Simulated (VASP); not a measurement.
# PtSe2 in VASP: single point with PBE+D3(BJ)

Aim: the single point of PtSe2 with PBE+D3(BJ).

All numbers are computed with VASP 6.6.1; they aren't measurements. Logs are shortened: lines on timing, memory, paths and dates and some standing lists are left out, and cuts for length are marked.

## (1) The cell of the first run

The cell holds a sheet with vacuum, 9 atoms: a = 3.727 Å, b = 3.727 Å, c = 49.240 Å, α = 90.00°, β = 90.00°, γ = 120.00°.

## (2) Single point, PBE+D3(BJ)

File INCAR:

```
SYSTEM = PtSe2
ALGO = Normal
DIPOL = 0.5 0.5 0.312
EDIFF = 1E-6
ENCUT = 520
GGA = PE
IDIPOL = 3
ISIF = 2
ISMEAR = 0
IVDW = 12
LASPH = .True.
LCHARG = .False.
LDIPOL = .True.
LREAL = .False.
LWAVE = .False.
NBANDS = 43
NELM = 60
PREC = Accurate
SIGMA = 0.02
```

File KPOINTS:

```
k-points
0
Gamma
  12 12 1
  0 0 0
```

File POSCAR:

```
PtSe2
1.0
    3.7270000000      0.0000000000      0.0000000000
   -1.8635000000      3.2276766799      0.0000000000
    0.0000000000      0.0000000000     49.2400000000
Se Pt
6 3
Direct
    0.6666666667      0.3333333333      0.1845910517
    0.3333333333      0.6666666667      0.2377828496
    0.6666666667      0.3333333333      0.2854478051
    0.3333333333      0.6666666667      0.3384352168
    0.6666666667      0.3333333333      0.3861001724
    0.3333333333      0.6666666667      0.4392919702
    0.0000000000      0.0000000000      0.2115341141
    0.0000000000      0.0000000000      0.3119415110
    0.0000000000      0.0000000000      0.4123489078
```

Potentials or basis: VASP PAW PBE potentials, release 64 (Se, Pt).

Launch:

```bash
> cat potpaw_PBE.64/Se/POTCAR potpaw_PBE.64/Pt/POTCAR > POTCAR
> mpirun -np 1 vasp_std > vasp.out
```

OUTCAR:

```text
SYSTEM = PtSe2
   EDIFF = 1E-6
   ENCUT = 520
   GGA = PE
   ISIF = 2
   ISMEAR = 0
   IVDW = 12
   LASPH = .True.
   LREAL = .False.
   NELM = 60
   PREC = Accurate
 IVDW          = 12

 ion  position               nearest neighbor table
   1  0.667  0.333  0.185-   7 2.53   7 2.53   7 2.53
   2  0.333  0.667  0.238-   7 2.51   7 2.51   7 2.51
   3  0.667  0.333  0.285-   8 2.52   8 2.52   8 2.52
   4  0.333  0.667  0.338-   8 2.52   8 2.52   8 2.52
   5  0.667  0.333  0.386-   9 2.51   9 2.51   9 2.51
   6  0.333  0.667  0.439-   9 2.53   9 2.53   9 2.53
   7  0.000  0.000  0.212-   2 2.51   2 2.51   2 2.51   1 2.53   1 2.53   1 2.53
   8  0.000  0.000  0.312-   4 2.52   4 2.52   4 2.52   3 2.52   3 2.52   3 2.52
   9  0.000  0.000  0.412-   5 2.51   5 2.51   5 2.51   6 2.53   6 2.53   6 2.53

  LATTYP: Found a hexagonal cell.
 ALAT       =     3.7270000000
 C/A-ratio  =    13.2116984170

  Lattice vectors:

 A1 = (   3.7270000000,   0.0000000000,   0.0000000000)
 A2 = (  -1.8635000000,   3.2276766799,   0.0000000000)
 A3 = (   0.0000000000,   0.0000000000,  49.2400000000)

Analysis of symmetry for initial positions (statically):
=====================================================================
 Subroutine PRICEL returns:
 Original cell was already a primitive cell.

 Routine SETGRP: Setting up the symmetry group for a
 hexagonal supercell.

 Subroutine GETGRP returns: Found 12 space group operations
 (whereof  6 operations were pure point group operations)
 out of a pool of 24 trial point group operations.

The static configuration has the point symmetry C_3v.
 The point group associated with its full space group is D_3d.

Analysis of symmetry for dynamics (positions and initial velocities):
=====================================================================
 Subroutine PRICEL returns:
 Original cell was already a primitive cell.

 Routine SETGRP: Setting up the symmetry group for a
 hexagonal supercell.

 Subroutine GETGRP returns: Found 12 space group operations
 (whereof  6 operations were pure point group operations)
 out of a pool of 24 trial point group operations.

The dynamic configuration has the point symmetry C_3v.
 The point group associated with its full space group is D_3d.

 Subroutine INISYM returns: Found 12 space group operations
 (whereof  6 operations are pure point group operations),
 and found     1 'primitive' translations

----------------------------------------------------------------------------------------

                                     Primitive cell

  volume of cell :     592.3351

  direct lattice vectors                    reciprocal lattice vectors
     3.727000000  0.000000000  0.000000000     0.268312316  0.154910188  0.000000000
    -1.863500000  3.227676680  0.000000000     0.000000000  0.309820375  0.000000000
     0.000000000  0.000000000 49.240000000     0.000000000  0.000000000  0.020308692

  length of vectors
     3.727000000  3.727000000 49.240000000     0.309820375  0.309820375  0.020308692

  position of ions in fractional coordinates (direct lattice)
     0.666666667  0.333333333  0.184591052
     0.333333333  0.666666667  0.237782850
     0.666666667  0.333333333  0.285447805
     0.333333333  0.666666667  0.338435217
     0.666666667  0.333333333  0.386100172
     0.333333333  0.666666667  0.439291970
     0.000000000  0.000000000  0.211534114
     0.000000000  0.000000000  0.311941511
     0.000000000  0.000000000  0.412348908

  ion indices of the primitive-cell ions
   primitive index   ion index
                 1           1
                 2           2
                 3           3
                 4           4
                 5           5
                 6           6
                 7           7
                 8           8
                 9           9

----------------------------------------------------------------------------------------

 KPOINTS: k-points

Automatic generation of k-mesh.
 Grid dimensions read from file:
 generate k-points for:   12   12    1

 Generating k-lattice:

  Cartesian coordinates                     Fractional coordinates (reciprocal lattice)
     0.022359360  0.012909182  0.000000000     0.083333333 -0.000000000  0.000000000
     0.000000000  0.025818365  0.000000000     0.000000000  0.083333333  0.000000000
     0.000000000  0.000000000  0.020308692     0.000000000  0.000000000  1.000000000

  Length of vectors
     0.025818365  0.025818365  0.020308692

  Shift w.r.t. Gamma in fractional coordinates (k-lattice)
     0.000000000  0.000000000  0.000000000

 Subroutine IBZKPT returns following result:
 ===========================================

 Found     19 irreducible k-points:

 Following reciprocal coordinates:
            Coordinates               Weight
  0.000000  0.000000  0.000000      1.000000
  0.083333 -0.000000  0.000000      6.000000
  0.166667  0.000000  0.000000      6.000000
  0.250000  0.000000  0.000000      6.000000
  0.333333  0.000000  0.000000      6.000000
  0.416667  0.000000  0.000000      6.000000
[... 11 lines left out ...]
  0.333333  0.250000  0.000000     12.000000
  0.333333  0.333333  0.000000      2.000000
   k-points           NKPTS =     19   k-points in BZ     NKDIM =     19   number of bands    NBANDS=     43
   number of dos      NEDOS =    301   number of ions     NIONS =      9
   total plane-waves  NPLWV = 296352
   dimension x,y,z NGX =    28 NGY =   28 NGZ =  378
   dimension x,y,z NGXF=    56 NGYF=   56 NGZF=  756
   ions per type =               6   3
   NGX,Y,Z   is equivalent  to a cutoff of  12.49, 12.49, 12.76 a.u.
   NGXF,Y,Z  is equivalent  to a cutoff of  24.98, 24.98, 25.52 a.u.
 SYSTEM =  PtSe2
   PREC   = accura    normal or accurate (medium, high low for compatibility)
   ISTART =      0    job   : 0-new  1-cont  2-samecut
   ICHARG =      2    charge: 1-file 2-atom 10-const
   ISPIN  =      1    spin polarized calculation?
   LNONCOLLINEAR =      F non collinear calculations
   LSORBIT =      F    spin-orbit coupling
   LASPH  =      T    aspherical Exc in radial PAW
   ENCUT  =  520.0 eV  38.22 Ry    6.18 a.u.   6.93  6.93 91.55*2*pi/ulx,y,z
   NELM   =     60;   NELMIN=  2; NELMDL= -5     # of ELM steps
   EDIFF  = 0.1E-05   stopping-criterion for ELM
   LREAL  =      F    real-space projection
   EDIFFG = 0.1E-04   stopping-criterion for IOM
   NSW    =      0    number of steps for IOM
   IBRION =     -1    ionic relax: 0-MD 1-quasi-New 2-CG
   NFREE  =      0    steps in history (QN), initial steepest desc. (CG)
   ISIF   =      2    stress and relaxation
   ISYM   =      2    0-nonsym 1-usesym 2-fastsym
   POTIM  = 0.5000    time-step for ionic-motion
   TEBEG  =    0.0;   TEEND  =   0.0 temperature during run
   PSTRESS=    0.0 pullay stress
   NELECT =      66.0000    total number of electrons
   NUPDOWN=      -1.0000    fix difference up-down
   EMIN   =  10.00;   EMAX   =-10.00  energy-range for DOS
   EFERMI =   0.00;   METHOD = LEGACY
   ISMEAR =     0;   SIGMA  =   0.02  broadening in eV -4-tet -1-fermi 0-gaus
   EFERMI_NEDOS =   21; number of points for ismear=-14 and -15
   IALGO  =     38    algorithm
   IMIX   =      4    mixing-type and parameters
     AMIX     =   0.40;   BMIX     =  1.00
     AMIX_MAG =   1.60;   BMIX_MAG =  1.00
  volume/ion in A,a.u.               =      65.82       444.14
  Fermi-wavevector in a.u.,A,eV,Ry     =   0.787772  1.488672  8.443559  0.620584
  Thomas-Fermi vector in A             =   1.892579
   LORBIT       =      0    0 simple, 1 ext, 2 COOP (PROOUT), +10 PAW based schemes
   GGA     = PE    functional components
   LHFCALC =     F    Hartree Fock is set to
   AEXX    =    0.0000 exact exchange contribution
   IVDW    =    12    specifies the selected vdW correction
   LEPSILON=     F    determine dielectric tensor
   LRPA    =     F    only Hartree local field effects (RPA)
 non-spin polarized calculation
 Gauss-broadening in eV      SIGMA  =   0.02
  energy-cutoff  :      520.00
  volume of cell :      592.34
 maximum number of plane-waves:     16007
 NGX is ok and might be reduce to    28
   NGX = 13   NGY = 13   NGZ =183

 dipolmoment           0.000000      0.000000     -0.000021 electrons x Angstroem

 number of electron      65.9999994 magnetization

 dipolmoment           0.000000      0.000000      0.000009 electrons x Angstroem

 Free energy of the ion-electron system (eV)
  ---------------------------------------------------
  ext. energy  EPLUGINS =         0.00000000
  ---------------------------------------------------
  free energy    TOTEN  =       -42.66303306 eV

  energy without entropy =      -42.66224430  energy(sigma->0) =      -42.66263868

 E-fermi :  -1.2108     XC(G=0):  -3.6036

 val. band max:       -1.2154298237   @ k =   0.0000   0.0000   0.0000
 cond. band min:      -1.2017638718   @ k =   0.2500   0.0000   0.0000
 fundamental gap:      0.0136659519
 Fermi energy:        -1.2107599146

 k-point     1 :       0.0000    0.0000    0.0000
  band No.  band energies     occupation
      1     -16.8632      2.00000
      2     -16.5224      2.00000
      3     -16.1914      2.00000
      4     -15.1283      2.00000
      5     -14.5713      2.00000
      6     -14.1858      2.00000
[... 35 lines left out ...]
     42       2.6616      0.00000
     43       3.0055      0.00000

 k-point     2 :       0.0833   -0.0000    0.0000
  band No.  band energies     occupation
      1     -16.7878      2.00000
      2     -16.4507      2.00000
      3     -16.1191      2.00000
      4     -15.1106      2.00000
      5     -14.5739      2.00000
      6     -14.2115      2.00000
[... 774 lines left out ...]
 k-point    19 :       0.3333    0.3333    0.0000
  band No.  band energies     occupation
      1     -14.9367      2.00000
      2     -14.9367      2.00000
      3     -14.9162      2.00000
      4     -14.9162      2.00000
      5     -14.6090      2.00000
      6     -14.6090      2.00000
[... 35 lines left out ...]
     42       4.7893      0.00000
     43       5.8799      0.00000

------------------------ aborting loop because EDIFF is reached ----------------------------------------

 vacuum level on the upper side and lower side of the slab       (xc-potential included)        -0.005        -0.005

 Edisp (eV)   -3.77773

 E8    (eV) :    -1.6617

  FORCE on cell =-STRESS in cart. coord.  units (eV):
  Direction    XX          YY          ZZ          XY          YZ          ZX
  --------------------------------------------------------------------------------------
  -------------------------------------------------------------------------------------
  Total       1.04675     1.04675    -0.04492     0.00000     0.00000    -0.00000
  in kB       2.83130     2.83130    -0.12150     0.00000     0.00000    -0.00000
  external pressure =        1.85 kB  Pullay stress =        0.00 kB

 VOLUME and BASIS-vectors are now :
 -----------------------------------------------------------------------------
  energy-cutoff  :      520.00
  volume of cell :      592.34
      direct lattice vectors                 reciprocal lattice vectors
     3.727000000  0.000000000  0.000000000     0.268312316  0.154910188  0.000000000
    -1.863500000  3.227676680  0.000000000     0.000000000  0.309820375  0.000000000
     0.000000000  0.000000000 49.240000000     0.000000000  0.000000000  0.020308692

 POSITION                                       TOTAL-FORCE (eV/Angst)
 -----------------------------------------------------------------------------------
      1.86350      1.07589      9.08926        -0.000000      0.000000     -0.000053
     -0.00000      2.15178     11.70843        -0.000000      0.000000      0.004573
      1.86350      1.07589     14.05545         0.000000      0.000000     -0.004349
     -0.00000      2.15178     16.66455         0.000000      0.000000      0.004349
      1.86350      1.07589     19.01157         0.000000     -0.000000     -0.004573
     -0.00000      2.15178     21.63074         0.000000     -0.000000      0.000053
      0.00000      0.00000     10.41594         0.000000      0.000000      0.000193
      0.00000      0.00000     15.36000         0.000000      0.000000     -0.000000
      0.00000      0.00000     20.30406        -0.000000      0.000000     -0.000193
 -----------------------------------------------------------------------------------
    total drift:                               -0.000000     -0.000000      0.000248

  FREE ENERGIE OF THE ION-ELECTRON SYSTEM (eV)
  ---------------------------------------------------
  free  energy   TOTEN  =       -46.4407594095 eV

  energy  without entropy=      -46.4399706544  energy(sigma->0) =      -46.44036503

 vacuum level on the upper side and lower side of the slab         3.446         3.446
```

Run time: 12 min. Hardware: 1 thread of Intel Xeon Platinum 8375C at 2.90GHz (Ice Lake), shared host; peak memory 0.86 GiB.

Results:

* Free energy: -46.4408 eV
* Largest force: 0.005 eV/Å
* Band gap on the k mesh: 0.01 eV (least direct gap 0.67 eV)
* Dispersion energy per atom: -0.420 eV

Forces in eV/Å, atoms in the order of the input:
```
Se   0.000  0.000  0.000
Se   0.000  0.000  0.005
Se   0.000  0.000 -0.004
Se   0.000  0.000  0.004
Se   0.000  0.000 -0.005
Se   0.000  0.000  0.000
Pt   0.000  0.000  0.000
Pt   0.000  0.000  0.000
Pt   0.000  0.000  0.000
```

Levels at points of the mesh, in eV from the valence-band top:
```
           k point  band 31  band 32  band 33  band 34  band 35  band 36
(0.00, 0.00, 0.00)    -1.06    -1.06     0.00     1.32     1.32     1.78
(0.50, 0.00, 0.00)    -2.73    -2.36    -1.63     0.72     0.90     1.32
```

Caveat: spin-orbit coupling is left out, which moves the levels of the heavy elements.
